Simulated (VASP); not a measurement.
# CoSi (zincblende type) (F-43m) in VASP: further runs

Runs on CoSi (zincblende type). Level: PBE. Tasks: single point, relaxation of cell and atoms.

All numbers are computed with VASP 6.6.1; they aren't measurements. Logs are shortened: lines on timing, memory, paths and dates and some standing lists are left out, and cuts for length are marked.

## Step 1: The cell of the first run

It takes space group F-43m (No. 216, cubic). The conventional cell has a = 4.752 Å, b = 4.752 Å, c = 4.752 Å, α = 90.00°, β = 90.00°, γ = 90.00°. Co (site symmetry -43m) has 4 Si at 2.06 Å within 2.7 Å. Si (site symmetry -43m) has 4 Co at 2.06 Å within 2.7 Å.

## Step 2: Single point, PBE

INCAR

```
SYSTEM = CoSi
PREC = Accurate
ENCUT = 520
EDIFF = 1E-7
ISMEAR = -1
SIGMA = 0.1
LREAL = .False.
LASPH = .True.
NELM = 80
ALGO = Normal
ISIF = 2
LWAVE = .False.
LCHARG = .True.
GGA = PE
LELF = .True.
LVHAR = .True.
NBANDS = 14
```

KPOINTS

```
regular mesh
0
Gamma
  13 13 13
  0 0 0
```

POSCAR

```
CoSi
1.0
    0.0000000000      2.3761078359      2.3761078359
    2.3761078359      0.0000000000      2.3761078359
    2.3761078359      2.3761078359      0.0000000000
Co Si
1 1
Direct
    0.0000000000      0.0000000000      0.0000000000
    0.2500000000      0.2500000000      0.2500000000
```

Potentials or basis: VASP PAW PBE potentials, release 64 (Co, Si).

On the command line:

```sh
$ cat potpaw_PBE.64/Co/POTCAR potpaw_PBE.64/Si/POTCAR > POTCAR
$ mpirun -np 1 vasp_std > vasp.out
```

OUTCAR:

```text
SYSTEM = CoSi
   PREC = Accurate
   ENCUT = 520
   EDIFF = 1E-7
   ISMEAR = -1
   LREAL = .False.
   LASPH = .True.
   NELM = 80
   ISIF = 2
   GGA = PE

 ion  position               nearest neighbor table
   1  0.000  0.000  0.000-   2 2.06   2 2.06   2 2.06   2 2.06
   2  0.250  0.250  0.250-   1 2.06   1 2.06   1 2.06   1 2.06

  LATTYP: Found a face centered cubic cell.
 ALAT       =     4.7522156718

  Lattice vectors:

 A1 = (   0.0000000000,   2.3761078359,   2.3761078359)
 A2 = (   2.3761078359,   0.0000000000,   2.3761078359)
 A3 = (   2.3761078359,   2.3761078359,   0.0000000000)

Analysis of symmetry for initial positions (statically):
=====================================================================
 Subroutine PRICEL returns:
 Original cell was already a primitive cell.

 Routine SETGRP: Setting up the symmetry group for a
 face centered cubic supercell.

 Subroutine GETGRP returns: Found 24 space group operations
 (whereof 24 operations were pure point group operations)
 out of a pool of 48 trial point group operations.

The static configuration has the point symmetry T_d .

Analysis of symmetry for dynamics (positions and initial velocities):
=====================================================================
 Subroutine PRICEL returns:
 Original cell was already a primitive cell.

 Routine SETGRP: Setting up the symmetry group for a
 face centered cubic supercell.

 Subroutine GETGRP returns: Found 24 space group operations
 (whereof 24 operations were pure point group operations)
 out of a pool of 48 trial point group operations.

The dynamic configuration has the point symmetry T_d .

 Subroutine INISYM returns: Found 24 space group operations
 (whereof 24 operations are pure point group operations),
 and found     1 'primitive' translations

----------------------------------------------------------------------------------------

                                     Primitive cell

  volume of cell :      26.8305

  direct lattice vectors                    reciprocal lattice vectors
     0.000000000  2.376107836  2.376107836    -0.210428160  0.210428160  0.210428160
     2.376107836  0.000000000  2.376107836     0.210428160 -0.210428160  0.210428160
     2.376107836  2.376107836  0.000000000     0.210428160  0.210428160 -0.210428160

  length of vectors
     3.360323927  3.360323927  3.360323927     0.364472265  0.364472265  0.364472265

  position of ions in fractional coordinates (direct lattice)
[... 83 lines left out ...]
   IBRION =     -1    ionic relax: 0-MD 1-quasi-New 2-CG
   NFREE  =      0    steps in history (QN), initial steepest desc. (CG)
   ISIF   =      2    stress and relaxation
   ISYM   =      2    0-nonsym 1-usesym 2-fastsym
   POTIM  = 0.5000    time-step for ionic-motion
   TEBEG  =    0.0;   TEEND  =   0.0 temperature during run
   PSTRESS=    0.0 pullay stress
   NELECT =      13.0000    total number of electrons
   NUPDOWN=      -1.0000    fix difference up-down
   EMIN   =  10.00;   EMAX   =-10.00  energy-range for DOS
   EFERMI =   0.00;   METHOD = LEGACY
   ISMEAR =    -1;   SIGMA  =   0.10  broadening in eV -4-tet -1-fermi 0-gaus
   EFERMI_NEDOS =   21; number of points for ismear=-14 and -15
   IALGO  =     38    algorithm
   IMIX   =      4    mixing-type and parameters
     AMIX     =   0.40;   BMIX     =  1.00
     AMIX_MAG =   1.60;   BMIX_MAG =  1.00
  volume/ion in A,a.u.               =      13.42        90.53
  Fermi-wavevector in a.u.,A,eV,Ry     =   1.285819  2.429845 22.494923  1.653330
  Thomas-Fermi vector in A             =   2.417930
   LORBIT       =      0    0 simple, 1 ext, 2 COOP (PROOUT), +10 PAW based schemes
   GGA     = PE    functional components
   LHFCALC =     F    Hartree Fock is set to
   AEXX    =    0.0000 exact exchange contribution
   IVDW    =     0    specifies the selected vdW correction
   LEPSILON=     F    determine dielectric tensor
   LRPA    =     F    only Hartree local field effects (RPA)
 non-spin polarized calculation
  energy-cutoff  :      520.00
  volume of cell :       26.83
 maximum number of plane-waves:       739
 NGX is ok and might be reduce to    28
   NGX = 13   NGY = 13   NGZ = 13

 number of electron      13.0000001 magnetization

 Free energy of the ion-electron system (eV)
  ---------------------------------------------------
  ext. energy  EPLUGINS =         0.00000000
  ---------------------------------------------------
  free energy    TOTEN  =       -11.19951734 eV

  energy without entropy =      -11.17317331  energy(sigma->0) =      -11.18634532

 E-fermi :   8.4214     XC(G=0): -11.5074

 val. band max:        8.3736154608   @ k =   0.4615   0.4615   0.0000
 cond. band min:       8.4790293131   @ k =  -0.2308   0.3846   0.1538
 fundamental gap:      0.1054138523
 Fermi energy:         8.4214368629

 k-point     1 :       0.0000    0.0000    0.0000
  band No.  band energies     occupation
      1      -2.6965      2.00000
      2       5.4885      2.00000
      3       5.4885      2.00000
      4       5.4885      2.00000
      5       6.9754      2.00000
      6       6.9754      2.00000
      7      16.3823      0.00000
      8      16.3823      0.00000
      9      16.3823      0.00000
     10      16.9170      0.00000
     11      16.9170      0.00000
     12      16.9170      0.00000
     13      19.4703      0.00000
     14      23.5297      0.00000
[... 377 lines left out ...]
      1       0.3202      2.00000
      2       3.9967      2.00000
      3       5.5834      2.00000
      4       5.8892      2.00000
      5       7.0462      2.00000
      6       7.2701      1.99998
      7       8.0156      1.96602
      8      12.1282      0.00000
      9      12.2110      0.00000
     10      16.2753      0.00000
     11      19.5509      0.00000
     12      19.5860      0.00000
     13      21.9029      0.00000
     14      23.9828      0.00000

 [... further k-points ...]
[... 5 lines left out ...]
  --------------------------------------------------------------------------------------
  -------------------------------------------------------------------------------------
  Total        5.7130157      5.7130157      5.7130157      0.0000000     -0.0000000     -0.0000000
  in kB      341.1517215    341.1517215    341.1517215      0.0000000     -0.0000000     -0.0000000
  external PRESSURE =     341.1517215 kB  Pullay stress =       0.0000000 kB

 VOLUME and BASIS-vectors are now :
 -----------------------------------------------------------------------------
  energy-cutoff  :      520.00
  volume of cell :       26.83
      direct lattice vectors                 reciprocal lattice vectors
     0.000000000  2.376107836  2.376107836    -0.210428160  0.210428160  0.210428160
     2.376107836  0.000000000  2.376107836     0.210428160 -0.210428160  0.210428160
     2.376107836  2.376107836  0.000000000     0.210428160  0.210428160 -0.210428160

 POSITION                                       TOTAL-FORCE (eV/Angst)
 -----------------------------------------------------------------------------------
      0.00000      0.00000      0.00000        -0.000000     -0.000000     -0.000000
      1.18805      1.18805      1.18805         0.000000      0.000000      0.000000
 -----------------------------------------------------------------------------------
    total drift:                                0.000001      0.000001      0.000001

  FREE ENERGIE OF THE ION-ELECTRON SYSTEM (eV)
  ---------------------------------------------------
  free  energy   TOTEN  =       -11.1995173372 eV

  energy  without entropy=      -11.1731733117  energy(sigma->0) =      -11.18634532
```

OSZICAR:

```text
N       E                     dE             d eps       ncg     rms          rms(c)
DAV:   1     0.495704226850E+02    0.49570E+02   -0.55005E+03  2368   0.927E+02
DAV:   2    -0.965213484372E+01   -0.59223E+02   -0.53540E+02  2586   0.184E+02
DAV:   3    -0.121979393834E+02   -0.25458E+01   -0.25102E+01  2916   0.429E+01
DAV:   4    -0.122397411347E+02   -0.41802E-01   -0.41785E-01  2752   0.525E+00
DAV:   5    -0.122411265303E+02   -0.13854E-02   -0.13854E-02  3118   0.962E-01    0.120E+01
DAV:   6    -0.144702350733E+02   -0.22291E+01   -0.33438E+01  2688   0.824E+01    0.139E+01
DAV:   7    -0.112111452084E+02    0.32591E+01   -0.15759E+01  2856   0.583E+01    0.272E+00
DAV:   8    -0.112083033024E+02    0.28419E-02   -0.15675E-01  2490   0.255E+00    0.133E+00
DAV:   9    -0.111996841971E+02    0.86191E-02   -0.32549E-02  3174   0.229E+00    0.262E-01
DAV:  10    -0.111995184826E+02    0.16571E-03   -0.25232E-03  3290   0.581E-01    0.815E-02
DAV:  11    -0.111995201034E+02   -0.16207E-05   -0.71925E-05  3094   0.829E-02    0.492E-02
DAV:  12    -0.111995171990E+02    0.29043E-05   -0.26851E-05  3192   0.425E-02    0.192E-02
DAV:  13    -0.111995173568E+02   -0.15779E-06   -0.77822E-06  3176   0.346E-02    0.426E-03
DAV:  14    -0.111995173372E+02    0.19617E-07   -0.21267E-07  2626   0.341E-03
   1 F= -.11199517E+02 E0= -.11186345E+02  d E =-.263440E-01
```

stdout:

```text
POSCAR found type information on POSCAR CoSi
 POSCAR found :  2 types and       2 ions
 scaLAPACK will be used
 LDA part: xc-table for (Slater+PW92), standard interpolation
 POSCAR, INCAR and KPOINTS ok, starting setup
 FFT: planning ... GRIDC
 FFT: planning ... GRID_SOFT
 FFT: planning ... GRID
 WAVECAR not read
 entering main loop
```

Run time: 17 s. Hardware: 1 thread of Intel Xeon 6975P-C (Granite Rapids), shared host; peak memory 0.17 GiB.

Results:

| Quantity | Value |
| --- | --- |
| Free energy | -11.1995 eV |
| Pressure | 34.1 GPa |

Spin polarisation is off, so any magnetic state and its effect on volume and gap are missing.

(Part 1 of 2 ends here.)
